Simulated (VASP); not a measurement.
# Co (Pm-3m) in VASP: notebook

Co is run at these levels: LDA; tasks: single point.

All numbers are computed with VASP 6.6.1; they aren't measurements. Logs are shortened: lines on timing, memory, paths and dates and some standing lists are left out, and cuts for length are marked.

**1. The cell of the first run**

The structure is cubic, space group Pm-3m (No. 221). Conventional cell: a = 2.132 Å, b = 2.132 Å, c = 2.132 Å, α = 90.00°, β = 90.00°, γ = 90.00°. Within 2.8 Å of Co (site symmetry m-3m) lie 6 Co at 2.13 Å.

This isn't the form of Co at room conditions, which is hcp.

**2. Single point, LDA (9.69 Å³/atom)**

The input, INCAR:

```
PREC = Accurate ; ENCUT = 520
EDIFF = 1E-6 ; ISMEAR = -1
SIGMA = 0.1 ; LREAL = F
LASPH = T ; NELM = 60
ALGO = Normal ; ISIF = 2
LWAVE = F ; LCHARG = T
LELF = T ; LVHAR = T
NBANDS = 10
```

The input, KPOINTS:

```
regular mesh
0
Gamma
  16 16 16
```

The input, POSCAR:

```
Co
1.0
    2.1319629860      0.0000000000      0.0000000000
    0.0000000000      2.1319629860      0.0000000000
    0.0000000000      0.0000000000      2.1319629860
Co
1
Direct
    0.0000000000      0.0000000000      0.0000000000
```

Potentials or basis: VASP PAW LDA potentials, release 64 (Co).

Run with:

```bash
cat potpaw_LDA.64/Co/POTCAR > POTCAR
mpirun -np 1 vasp_std > vasp.out
```

OUTCAR:

```text
PREC = Accurate
   ENCUT = 520
   EDIFF = 1E-6
   ISMEAR = -1
   LREAL = F
   LASPH = T
   NELM = 60
   ISIF = 2

 ion  position               nearest neighbor table
   1  0.000  0.000  0.000-

  LATTYP: Found a simple cubic cell.
 ALAT       =     2.1319629860

  Lattice vectors:

 A1 = (   2.1319629860,   0.0000000000,   0.0000000000)
 A2 = (   0.0000000000,   2.1319629860,   0.0000000000)
 A3 = (   0.0000000000,   0.0000000000,   2.1319629860)

Analysis of symmetry for initial positions (statically):
=====================================================================
 Subroutine PRICEL returns:
 Original cell was already a primitive cell.

 Routine SETGRP: Setting up the symmetry group for a
 simple cubic supercell.

 Subroutine GETGRP returns: Found 48 space group operations
 (whereof 48 operations were pure point group operations)
 out of a pool of 48 trial point group operations.

The static configuration has the point symmetry O_h .

Analysis of symmetry for dynamics (positions and initial velocities):
=====================================================================
 Subroutine PRICEL returns:
 Original cell was already a primitive cell.

 Routine SETGRP: Setting up the symmetry group for a
 simple cubic supercell.

 Subroutine GETGRP returns: Found 48 space group operations
 (whereof 48 operations were pure point group operations)
 out of a pool of 48 trial point group operations.

The dynamic configuration has the point symmetry O_h .

 Subroutine INISYM returns: Found 48 space group operations
 (whereof 48 operations are pure point group operations),
 and found     1 'primitive' translations

----------------------------------------------------------------------------------------

                                     Primitive cell

  volume of cell :       9.6903

  direct lattice vectors                    reciprocal lattice vectors
     2.131962986  0.000000000  0.000000000     0.469051295  0.000000000  0.000000000
     0.000000000  2.131962986  0.000000000     0.000000000  0.469051295  0.000000000
     0.000000000  0.000000000  2.131962986     0.000000000  0.000000000  0.469051295

  length of vectors
     2.131962986  2.131962986  2.131962986     0.469051295  0.469051295  0.469051295

  position of ions in fractional coordinates (direct lattice)
     0.000000000  0.000000000  0.000000000

[... 77 lines left out ...]
   EDIFFG = 0.1E-04   stopping-criterion for IOM
   NSW    =      0    number of steps for IOM
   IBRION =     -1    ionic relax: 0-MD 1-quasi-New 2-CG
   NFREE  =      0    steps in history (QN), initial steepest desc. (CG)
   ISIF   =      2    stress and relaxation
   ISYM   =      2    0-nonsym 1-usesym 2-fastsym
   POTIM  = 0.5000    time-step for ionic-motion
   TEBEG  =    0.0;   TEEND  =   0.0 temperature during run
   PSTRESS=    0.0 pullay stress
   NELECT =       9.0000    total number of electrons
   NUPDOWN=      -1.0000    fix difference up-down
   EMIN   =  10.00;   EMAX   =-10.00  energy-range for DOS
   EFERMI =   0.00;   METHOD = LEGACY
   ISMEAR =    -1;   SIGMA  =   0.10  broadening in eV -4-tet -1-fermi 0-gaus
   EFERMI_NEDOS =   21; number of points for ismear=-14 and -15
   IALGO  =     38    algorithm
   IMIX   =      4    mixing-type and parameters
     AMIX     =   0.40;   BMIX     =  1.00
     AMIX_MAG =   1.60;   BMIX_MAG =  1.00
  volume/ion in A,a.u.               =       9.69        65.39
  Fermi-wavevector in a.u.,A,eV,Ry     =   1.597261  3.018386 34.711783  2.551244
  Thomas-Fermi vector in A             =   2.694895
   LORBIT       =      0    0 simple, 1 ext, 2 COOP (PROOUT), +10 PAW based schemes
   GGA     = CA    functional components
   LHFCALC =     F    Hartree Fock is set to
   AEXX    =    0.0000 exact exchange contribution
   IVDW    =     0    specifies the selected vdW correction
   LEPSILON=     F    determine dielectric tensor
   LRPA    =     F    only Hartree local field effects (RPA)
 non-spin polarized calculation
  energy-cutoff  :      520.00
  volume of cell :        9.69
 maximum number of plane-waves:       280
 NGX is ok and might be reduce to    16
   NGX =  7   NGY =  7   NGZ =  7

 number of electron       8.9999994 magnetization

 Free energy of the ion-electron system (eV)
  ---------------------------------------------------
  ext. energy  EPLUGINS =         0.00000000
  ---------------------------------------------------
  free energy    TOTEN  =        -7.06927561 eV

  energy without entropy =       -6.99761270  energy(sigma->0) =       -7.03344415

 E-fermi :  11.8809     XC(G=0): -14.3036

 val. band max:       11.8796860702   @ k =   0.1875   0.0625   0.0625
 cond. band min:      11.8934891307   @ k =   0.5000   0.1875   0.1250
 fundamental gap:      0.0138030605
 Fermi energy:        11.8808676024

 k-point     1 :       0.0000    0.0000    0.0000
  band No.  band energies     occupation
      1       2.3378      2.00000
      2       7.0688      2.00000
      3       7.0688      2.00000
      4      12.5527      0.00242
      5      12.5527      0.00242
      6      12.5527      0.00242
      7      34.7496      0.00000
      8      34.7496      0.00000
      9      34.7496      0.00000
     10      39.6016      0.00000
[... 287 lines left out ...]
 k-point    24 :       0.5000    0.1250    0.0000
  band No.  band energies     occupation
      1       7.5543      2.00000
      2       8.2394      2.00000
      3       8.6704      2.00000
      4      10.7782      1.99997
      5      12.4619      0.00598
      6      12.5052      0.00388
      7      18.1891      0.00000
      8      35.9190      0.00000
      9      40.1258      0.00000
     10      41.0482      0.00000

 [... further k-points ...]

------------------------ aborting loop because EDIFF is reached ----------------------------------------

  FORCE on cell =-STRESS in cart. coord.  units (eV):
  Direction    XX          YY          ZZ          XY          YZ          ZX
  --------------------------------------------------------------------------------------
  -------------------------------------------------------------------------------------
  Total        2.2405993      2.2405993      2.2405993     -0.0000000     -0.0000000     -0.0000000
  in kB      370.4552913    370.4552913    370.4552913     -0.0000000     -0.0000000     -0.0000000
  external PRESSURE =     370.4552913 kB  Pullay stress =       0.0000000 kB

 VOLUME and BASIS-vectors are now :
 -----------------------------------------------------------------------------
  energy-cutoff  :      520.00
  volume of cell :        9.69
      direct lattice vectors                 reciprocal lattice vectors
     2.131962986  0.000000000  0.000000000     0.469051295  0.000000000  0.000000000
     0.000000000  2.131962986  0.000000000     0.000000000  0.469051295  0.000000000
     0.000000000  0.000000000  2.131962986     0.000000000  0.000000000  0.469051295

 POSITION                                       TOTAL-FORCE (eV/Angst)
 -----------------------------------------------------------------------------------
      0.00000      0.00000      0.00000         0.000000      0.000000      0.000000
 -----------------------------------------------------------------------------------
    total drift:                               -0.000000     -0.000000      0.000000

  FREE ENERGIE OF THE ION-ELECTRON SYSTEM (eV)
  ---------------------------------------------------
  free  energy   TOTEN  =        -7.0692756059 eV

  energy  without entropy=       -6.9976127007  energy(sigma->0) =       -7.03344415
```

OSZICAR:

```text
N       E                     dE             d eps       ncg     rms          rms(c)
DAV:   1     0.233195569502E+02    0.23320E+02   -0.41208E+03  3340   0.111E+03
DAV:   2    -0.711670686680E+01   -0.30436E+02   -0.29253E+02  3368   0.158E+02
DAV:   3    -0.784994927372E+01   -0.73324E+00   -0.72929E+00  3726   0.306E+01
DAV:   4    -0.785900360502E+01   -0.90543E-02   -0.90509E-02  3948   0.299E+00
DAV:   5    -0.785922631045E+01   -0.22271E-03   -0.22270E-03  4018   0.422E-01    0.109E+01
DAV:   6    -0.718737205021E+01    0.67185E+00   -0.70810E+00  3648   0.417E+01    0.329E+00
DAV:   7    -0.708907288311E+01    0.98299E-01   -0.64134E-01  3644   0.129E+01    0.223E+00
DAV:   8    -0.707006789004E+01    0.19005E-01   -0.17338E-02  4902   0.111E+00    0.428E-01
DAV:   9    -0.706927577684E+01    0.79211E-03   -0.85885E-04  4790   0.225E-01    0.903E-02
DAV:  10    -0.706927560592E+01    0.17092E-06   -0.80764E-06  3794   0.296E-02
   1 F= -.70692756E+01 E0= -.70334442E+01  d E =-.716629E-01
```

stdout:

```text
POSCAR found type information on POSCAR Co
 POSCAR found :  1 types and       1 ions
 scaLAPACK will be used
 LDA part: xc-table for (Slater(with rela. corr.)+CA(PZ))
 , standard interpolation
 POSCAR, INCAR and KPOINTS ok, starting setup
 FFT: planning ... GRIDC
 FFT: planning ... GRID_SOFT
 FFT: planning ... GRID
 WAVECAR not read
 entering main loop
```

It took 13 s on 1 thread of Intel Xeon 8259CL, shared host; peak memory 0.12 GiB.

Results:

| Quantity | Value |
| --- | --- |
| Free energy | -7.0693 eV |
| Pressure | 37.0 GPa |
| Band gap on the k mesh | zero (an odd number of electrons rules out a gap without spin polarisation) |

Caveat: the cell stands under pressure; the run has no spin polarisation, though such a crystal can be magnetic.

**3. Single point, LDA (10.13 Å³/atom)**

This run uses another cell than the first one, of 10.13 Å³/atom.

The input, INCAR:

```
SYSTEM = Co
PREC = Accurate
ENCUT = 520
EDIFF = 1E-6
ISMEAR = -1
SIGMA = 0.1
LREAL = .FALSE.
LASPH = .TRUE.
NELM = 80
ALGO = Normal
ISIF = 2
LWAVE = .FALSE.
LCHARG = .TRUE.
GGA = CA
LELF = .TRUE.
LVHAR = .TRUE.
NBANDS = 10
```

The input, KPOINTS:

```
regular mesh
0
G
  16 16 16
  0 0 0
```

The input, POSCAR:

```
Co
1.0
    2.1637880210      0.0000000000      0.0000000000
    0.0000000000      2.1637880210      0.0000000000
    0.0000000000      0.0000000000      2.1637880210
Co
1
Direct
    0.0000000000      0.0000000000      0.0000000000
```

Potentials or basis: VASP PAW LDA potentials, release 64 (Co).

Run with:

```bash
cat potpaw_LDA.64/Co/POTCAR > POTCAR
mpirun -np 1 vasp_std > vasp.out
```

Wall time 14 s (1 thread of Intel Xeon 8259CL, shared host); peak memory 0.12 GiB.

Results (log left out):

| Item | Value |
| --- | --- |
| Free energy | -7.1494 eV |
| Pressure | 21.6 GPa |
| Band gap on the k mesh | zero (an odd number of electrons rules out a gap without spin polarisation) |

Levels at points of the mesh, in eV from the Fermi level:
```tsv
k point	band 1	band 2	band 3	band 4	band 5	band 6	band 7	band 8
(0.00, 0.00, 0.00)	-9.23	-4.52	-4.52	0.63	0.63	0.63	22.28	22.28
(0.50, 0.00, 0.00)	-4.53	-3.84	-1.52	-1.08	-1.08	0.78	5.94	25.84
(0.50, 0.50, 0.00)	-5.62	-3.18	-0.72	-0.72	1.76	6.15	6.15	13.27
(0.50, 0.50, 0.50)	-4.14	-4.14	-4.14	1.86	1.86	13.89	14.59	14.59
```

Caveat: the cell stands under pressure; the run has no spin polarisation, though such a crystal can be magnetic. Spin polarisation is off, so any magnetic state and its effect on volume and gap are missing.

**4. Single point, LDA (11.45 Å³/atom)**

This run uses another cell than the first one, of 11.45 Å³/atom.

The input, INCAR:

```
ALGO = Normal
EDIFF = 1E-6
ENCUT = 520
ISIF = 2
ISMEAR = -1
LASPH = T
LCHARG = T
LELF = T
LREAL = F
LVHAR = T
LWAVE = F
NBANDS = 10
NELM = 60
PREC = Accurate
SIGMA = 0.1
```

The input, KPOINTS:

```
k-points
0
Gamma
  16 16 16
```

The input, POSCAR:

```
Co
1.0
    2.2540482908      0.0000000000      0.0000000000
    0.0000000000      2.2540482908      0.0000000000
    0.0000000000      0.0000000000      2.2540482908
Co
1
Direct
    0.0000000000      0.0000000000      0.0000000000
```

Potentials or basis: VASP PAW LDA potentials, release 64 (Co).

Run with:

```bash
cat potpaw_LDA.64/Co/POTCAR > POTCAR
mpirun -np 1 vasp_std > vasp.out
```

OUTCAR:

```text
EDIFF = 1E-6
   ENCUT = 520
   ISIF = 2
   ISMEAR = -1
   LASPH = T
   LREAL = F
   NELM = 60
   PREC = Accurate

 ion  position               nearest neighbor table
   1  0.000  0.000  0.000-

  LATTYP: Found a simple cubic cell.
 ALAT       =     2.2540482908

  Lattice vectors:

 A1 = (   2.2540482908,   0.0000000000,   0.0000000000)
 A2 = (   0.0000000000,   2.2540482908,   0.0000000000)
 A3 = (   0.0000000000,   0.0000000000,   2.2540482908)

Analysis of symmetry for initial positions (statically):
[... 489 lines left out ...]

 [... further k-points ...]

------------------------ aborting loop because EDIFF is reached ----------------------------------------

  FORCE on cell =-STRESS in cart. coord.  units (eV):
  Direction    XX          YY          ZZ          XY          YZ          ZX
  --------------------------------------------------------------------------------------
  -------------------------------------------------------------------------------------
  Total       -0.6349800     -0.6349800     -0.6349800      0.0000000      0.0000000     -0.0000000
  in kB      -88.8343585    -88.8343585    -88.8343585      0.0000000      0.0000000     -0.0000000
  external PRESSURE =     -88.8343585 kB  Pullay stress =       0.0000000 kB

 VOLUME and BASIS-vectors are now :
 -----------------------------------------------------------------------------
  energy-cutoff  :      520.00
  volume of cell :       11.45
      direct lattice vectors                 reciprocal lattice vectors
     2.254048291  0.000000000  0.000000000     0.443646218  0.000000000  0.000000000
     0.000000000  2.254048291  0.000000000     0.000000000  0.443646218  0.000000000
     0.000000000  0.000000000  2.254048291     0.000000000  0.000000000  0.443646218

 POSITION                                       TOTAL-FORCE (eV/Angst)
 -----------------------------------------------------------------------------------
      0.00000      0.00000      0.00000         0.000000      0.000000      0.000000
 -----------------------------------------------------------------------------------
    total drift:                                0.000000      0.000000      0.000000

  FREE ENERGIE OF THE ION-ELECTRON SYSTEM (eV)
  ---------------------------------------------------
  free  energy   TOTEN  =        -7.1876695943 eV

  energy  without entropy=       -7.0981725549  energy(sigma->0) =       -7.14292107
```

Run time: 30 s. Hardware: 1 thread of Intel Xeon 8259CL, shared host; peak memory 0.13 GiB.

What came out:

```
Free energy            : -7.1877 eV
Pressure               : -8.9 GPa
Band gap on the k mesh : zero (an odd number of electrons rules out a gap without spin polarisation)
```

Caveat: the cell stands under tension; the run has no spin polarisation, though such a crystal can be magnetic.

(Part 1 of 2 ends here.)
